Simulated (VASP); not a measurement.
# MgO in VASP: notebook

The runs below take MgO through single point, with PBE.

All numbers are computed with VASP 6.6.1; they aren't measurements. Logs are shortened: lines on timing, memory, paths and dates and some standing lists are left out, and cuts for length are marked.

## 1. The cell of the first run

The structure is cubic, space group Fm-3m (No. 225). Conventional cell: a = 4.147 Å, b = 4.147 Å, c = 4.147 Å, α = 90.00°, β = 90.00°, γ = 90.00°. Within 2.7 Å of Mg (site symmetry m-3m) lie 6 O at 2.07 Å. Within 2.7 Å of O (site symmetry m-3m) lie 6 Mg at 2.07 Å.

## 2. Single point, PBE (strain -0.025 along x and y, -0.025 along z)

Input file INCAR:

```
PREC = Accurate
ENCUT = 520
EDIFF = 1E-6
ISMEAR = 0
SIGMA = 0.05
LREAL = F
LASPH = T
NELM = 80
ALGO = Normal
ISIF = 2
LWAVE = F
LCHARG = F
GGA = PE
NBANDS = 11
```

Input file KPOINTS:

```
regular mesh
0
Gamma
  10 10 10
```

Input file POSCAR:

```
MgO
1.0
    0.0000000000      2.0737498328      2.0737498328
    2.0737498328      0.0000000000      2.0737498328
    2.0737498328      2.0737498328      0.0000000000
Mg O
1 1
Direct
    0.0000000000      0.0000000000      0.0000000000
    0.5000000000      0.5000000000      0.5000000000
```

Potentials or basis: VASP PAW PBE potentials, release 64 (Mg, O).

Started as:

```bash
$ cat potpaw_PBE.64/Mg/POTCAR potpaw_PBE.64/O/POTCAR > POTCAR
$ mpirun -np 1 vasp_std > vasp.out
```

OUTCAR:

```text
PREC = Accurate
   ENCUT = 520
   EDIFF = 1E-6
   ISMEAR = 0
   LREAL = F
   LASPH = T
   NELM = 80
   ISIF = 2
   GGA = PE

 ion  position               nearest neighbor table
   1  0.000  0.000  0.000-   2 2.07   2 2.07   2 2.07   2 2.07   2 2.07   2 2.07
   2  0.500  0.500  0.500-   1 2.07   1 2.07   1 2.07   1 2.07   1 2.07   1 2.07

  LATTYP: Found a face centered cubic cell.
 ALAT       =     4.1474996656

  Lattice vectors:

 A1 = (   0.0000000000,   2.0737498328,   2.0737498328)
 A2 = (   2.0737498328,   0.0000000000,   2.0737498328)
 A3 = (   2.0737498328,   2.0737498328,   0.0000000000)

Analysis of symmetry for initial positions (statically):
=====================================================================
 Subroutine PRICEL returns:
 Original cell was already a primitive cell.

 Routine SETGRP: Setting up the symmetry group for a
 face centered cubic supercell.

 Subroutine GETGRP returns: Found 48 space group operations
 (whereof 48 operations were pure point group operations)
 out of a pool of 48 trial point group operations.

The static configuration has the point symmetry O_h .

Analysis of symmetry for dynamics (positions and initial velocities):
=====================================================================
 Subroutine PRICEL returns:
 Original cell was already a primitive cell.

 Routine SETGRP: Setting up the symmetry group for a
 face centered cubic supercell.

 Subroutine GETGRP returns: Found 48 space group operations
 (whereof 48 operations were pure point group operations)
 out of a pool of 48 trial point group operations.

The dynamic configuration has the point symmetry O_h .

 Subroutine INISYM returns: Found 48 space group operations
 (whereof 48 operations are pure point group operations),
 and found     1 'primitive' translations

----------------------------------------------------------------------------------------

                                     Primitive cell

  volume of cell :      17.8361

  direct lattice vectors                    reciprocal lattice vectors
     0.000000000  2.073749833  2.073749833    -0.241109121  0.241109121  0.241109121
     2.073749833  0.000000000  2.073749833     0.241109121 -0.241109121  0.241109121
     2.073749833  2.073749833  0.000000000     0.241109121  0.241109121 -0.241109121

  length of vectors
     2.932725139  2.932725139  2.932725139     0.417613248  0.417613248  0.417613248

  position of ions in fractional coordinates (direct lattice)
     0.000000000  0.000000000  0.000000000
     0.500000000  0.500000000  0.500000000

  ion indices of the primitive-cell ions
   primitive index   ion index
                 1           1
                 2           2

----------------------------------------------------------------------------------------

 KPOINTS: regular mesh

Automatic generation of k-mesh.
 Grid dimensions read from file:
 generate k-points for:   10   10   10

 Generating k-lattice:

  Cartesian coordinates                     Fractional coordinates (reciprocal lattice)
    -0.024110912  0.024110912  0.024110912     0.100000000  0.000000000  0.000000000
     0.024110912 -0.024110912  0.024110912     0.000000000  0.100000000  0.000000000
     0.024110912  0.024110912 -0.024110912     0.000000000  0.000000000  0.100000000

  Length of vectors
     0.041761325  0.041761325  0.041761325

  Shift w.r.t. Gamma in fractional coordinates (k-lattice)
     0.000000000  0.000000000  0.000000000

 Subroutine IBZKPT returns following result:
 ===========================================

 Found     47 irreducible k-points:

 Following reciprocal coordinates:
            Coordinates               Weight
  0.000000  0.000000  0.000000      1.000000
  0.100000  0.000000  0.000000      8.000000
  0.200000  0.000000  0.000000      8.000000
  0.300000  0.000000  0.000000      8.000000
  0.400000  0.000000  0.000000      8.000000
  0.500000  0.000000  0.000000      4.000000
[... 16 lines left out ...]
  0.300000  0.300000  0.000000      6.000000
  0.400000  0.300000  0.000000     24.000000
 [... further k-points ...]
   k-points           NKPTS =     47   k-points in BZ     NKDIM =     47   number of bands    NBANDS=     11
   number of dos      NEDOS =    301   number of ions     NIONS =      2
   total plane-waves  NPLWV =  13824
   dimension x,y,z NGX =    24 NGY =   24 NGZ =   24
   dimension x,y,z NGXF=    48 NGYF=   48 NGZF=   48
   ions per type =               1   1
   NGX,Y,Z   is equivalent  to a cutoff of  13.60, 13.60, 13.60 a.u.
   NGXF,Y,Z  is equivalent  to a cutoff of  27.21, 27.21, 27.21 a.u.
 SYSTEM =  unknown system
   PREC   = accura    normal or accurate (medium, high low for compatibility)
   ISTART =      0    job   : 0-new  1-cont  2-samecut
   ICHARG =      2    charge: 1-file 2-atom 10-const
   ISPIN  =      1    spin polarized calculation?
   LNONCOLLINEAR =      F non collinear calculations
   LSORBIT =      F    spin-orbit coupling
   LASPH  =      T    aspherical Exc in radial PAW
   ENCUT  =  520.0 eV  38.22 Ry    6.18 a.u.   5.45  5.45  5.45*2*pi/ulx,y,z
   NELM   =     80;   NELMIN=  2; NELMDL= -5     # of ELM steps
   EDIFF  = 0.1E-05   stopping-criterion for ELM
   LREAL  =      F    real-space projection
   EDIFFG = 0.1E-04   stopping-criterion for IOM
   NSW    =      0    number of steps for IOM
   IBRION =     -1    ionic relax: 0-MD 1-quasi-New 2-CG
   NFREE  =      0    steps in history (QN), initial steepest desc. (CG)
   ISIF   =      2    stress and relaxation
   ISYM   =      2    0-nonsym 1-usesym 2-fastsym
   POTIM  = 0.5000    time-step for ionic-motion
   TEBEG  =    0.0;   TEEND  =   0.0 temperature during run
   PSTRESS=    0.0 pullay stress
   NELECT =       8.0000    total number of electrons
   NUPDOWN=      -1.0000    fix difference up-down
   EMIN   =  10.00;   EMAX   =-10.00  energy-range for DOS
   EFERMI =   0.00;   METHOD = LEGACY
   ISMEAR =     0;   SIGMA  =   0.05  broadening in eV -4-tet -1-fermi 0-gaus
   EFERMI_NEDOS =   21; number of points for ismear=-14 and -15
   IALGO  =     38    algorithm
   IMIX   =      4    mixing-type and parameters
     AMIX     =   0.40;   BMIX     =  1.00
     AMIX_MAG =   1.60;   BMIX_MAG =  1.00
  volume/ion in A,a.u.               =       8.92        60.18
  Fermi-wavevector in a.u.,A,eV,Ry     =   1.253156  2.368121 21.366588  1.570400
  Thomas-Fermi vector in A             =   2.387022
   LORBIT       =      0    0 simple, 1 ext, 2 COOP (PROOUT), +10 PAW based schemes
   GGA     = PE    functional components
   LHFCALC =     F    Hartree Fock is set to
   AEXX    =    0.0000 exact exchange contribution
   IVDW    =     0    specifies the selected vdW correction
   LEPSILON=     F    determine dielectric tensor
   LRPA    =     F    only Hartree local field effects (RPA)
 non-spin polarized calculation
 Gauss-broadening in eV      SIGMA  =   0.05
  energy-cutoff  :      520.00
  volume of cell :       17.84
 maximum number of plane-waves:       531
 NGX is ok and might be reduce to    24
   NGX = 11   NGY = 11   NGZ = 11

 number of electron       7.9999999 magnetization

 Free energy of the ion-electron system (eV)
  ---------------------------------------------------
  ext. energy  EPLUGINS =         0.00000000
  ---------------------------------------------------
  free energy    TOTEN  =       -11.86178504 eV

  energy without entropy =      -11.86178504  energy(sigma->0) =      -11.86178504

 E-fermi :   3.7909     XC(G=0): -11.3003

 val. band max:        3.5439132833   @ k =   0.0000   0.0000   0.0000
 cond. band min:       8.7346750378   @ k =   0.0000   0.0000   0.0000
 fundamental gap:      5.1907617545
 Fermi energy:         3.7909080075

 k-point     1 :       0.0000    0.0000    0.0000
  band No.  band energies     occupation
      1     -13.9643      2.00000
      2       3.5439      2.00000
      3       3.5439      2.00000
      4       3.5439      2.00000
      5       8.7347      0.00000
      6      19.6053      0.00000
      7      19.6053      0.00000
      8      19.6053      0.00000
      9      23.6462      0.00000
     10      25.4755      0.00000
     11      25.4755      0.00000

 k-point     2 :       0.1000    0.0000    0.0000
  band No.  band energies     occupation
      1     -13.8494      2.00000
      2       2.8830      2.00000
      3       3.4706      2.00000
      4       3.4706      2.00000
      5       9.3582      0.00000
      6      18.3427      0.00000
      7      19.8632      0.00000
      8      19.8632      0.00000
      9      24.8131      0.00000
     10      24.8131      0.00000
     11      25.3897      0.00000

 k-point     3 :       0.2000    0.0000    0.0000
  band No.  band energies     occupation
      1     -13.5339      2.00000
      2       1.5155      2.00000
      3       3.2852      2.00000
      4       3.2852      2.00000
      5      10.5474      0.00000
      6      16.8452      0.00000
      7      20.4068      0.00000
      8      20.4068      0.00000
      9      24.1400      0.00000
     10      24.1400      0.00000
     11      26.5630      0.00000

 k-point     4 :       0.3000    0.0000    0.0000
  band No.  band energies     occupation
      1     -13.1054      2.00000
      2       0.1265      2.00000
      3       3.0675      2.00000
      4       3.0675      2.00000
      5      11.4340      0.00000
      6      16.2515      0.00000
      7      20.6097      0.00000
      8      20.6097      0.00000
      9      24.5773      0.00000
     10      24.5773      0.00000
     11      25.9643      0.00000
[... 239 lines left out ...]
 k-point    22 :      -0.2000    0.2000    0.0000
  band No.  band energies     occupation
      1     -12.9790      2.00000
      2       0.3337      2.00000
      3       2.1328      2.00000
      4       3.0604      2.00000
      5      12.4502      0.00000
      6      15.7047      0.00000
      7      19.1878      0.00000
      8      21.9090      0.00000
      9      22.3687      0.00000
     10      25.4633      0.00000
     11      29.2165      0.00000

 k-point    23 :       0.3000    0.3000    0.0000
  band No.  band energies     occupation
      1     -12.8880      2.00000
      2       0.2682      2.00000
      3       2.5586      2.00000
      4       2.5586      2.00000
      5      12.8978      0.00000
      6      14.0699      0.00000
      7      18.4949      0.00000
      8      22.0519      0.00000
      9      22.0519      0.00000
     10      28.2148      0.00000
     11      31.8962      0.00000

 k-point    24 :       0.4000    0.3000    0.0000
  band No.  band energies     occupation
      1     -12.6173      2.00000
      2      -0.1849      2.00000
      3       2.1728      2.00000
      4       2.4034      2.00000
      5      13.5123      0.00000
      6      13.9435      0.00000
      7      17.6497      0.00000
      8      22.3419      0.00000
      9      22.5573      0.00000
     10      29.0083      0.00000
     11      31.4722      0.00000

 [... further k-points ...]
[... 5 lines left out ...]
  --------------------------------------------------------------------------------------
  -------------------------------------------------------------------------------------
  Total        1.3942570      1.3942570      1.3942570     -0.0000000      0.0000000     -0.0000000
  in kB      125.2432462    125.2432462    125.2432462     -0.0000000      0.0000000     -0.0000000
  external PRESSURE =     125.2432462 kB  Pullay stress =       0.0000000 kB

 VOLUME and BASIS-vectors are now :
 -----------------------------------------------------------------------------
  energy-cutoff  :      520.00
  volume of cell :       17.84
      direct lattice vectors                 reciprocal lattice vectors
     0.000000000  2.073749833  2.073749833    -0.241109121  0.241109121  0.241109121
     2.073749833  0.000000000  2.073749833     0.241109121 -0.241109121  0.241109121
     2.073749833  2.073749833  0.000000000     0.241109121  0.241109121 -0.241109121

 POSITION                                       TOTAL-FORCE (eV/Angst)
 -----------------------------------------------------------------------------------
      0.00000      0.00000      0.00000        -0.000000      0.000000      0.000000
      2.07375      2.07375      2.07375         0.000000     -0.000000      0.000000
 -----------------------------------------------------------------------------------
    total drift:                               -0.000000     -0.000000      0.000000

  FREE ENERGIE OF THE ION-ELECTRON SYSTEM (eV)
  ---------------------------------------------------
  free  energy   TOTEN  =       -11.8617850399 eV

  energy  without entropy=      -11.8617850399  energy(sigma->0) =      -11.86178504
```

It took 4.1 s on 1 thread of Intel Xeon 6975P-C (Granite Rapids), shared host; peak memory 0.14 GiB.

Results:

```yaml
Free_energy: -11.8618 eV
Pressure: 12.5 GPa
Band_gap_on_the_k_mesh: 5.19 eV, direct
```

Levels at points of the mesh, in eV from the valence-band top:
```tsv
k point	band 2	band 3	band 4	band 5	band 6	band 7
(0.00, 0.00, 0.00)	0.00	0.00	0.00	5.19	16.06	16.06
(0.50, 0.00, 0.00)	-4.82	-0.71	-0.71	8.20	13.14	16.79
(0.50, 0.50, 0.00)	-4.28	-1.41	-1.41	9.17	10.48	13.60
```

Caveat: the cell differs from its parent crystal (strain -0.025 along x and y, -0.025 along z).

[end of part 1 of 2]
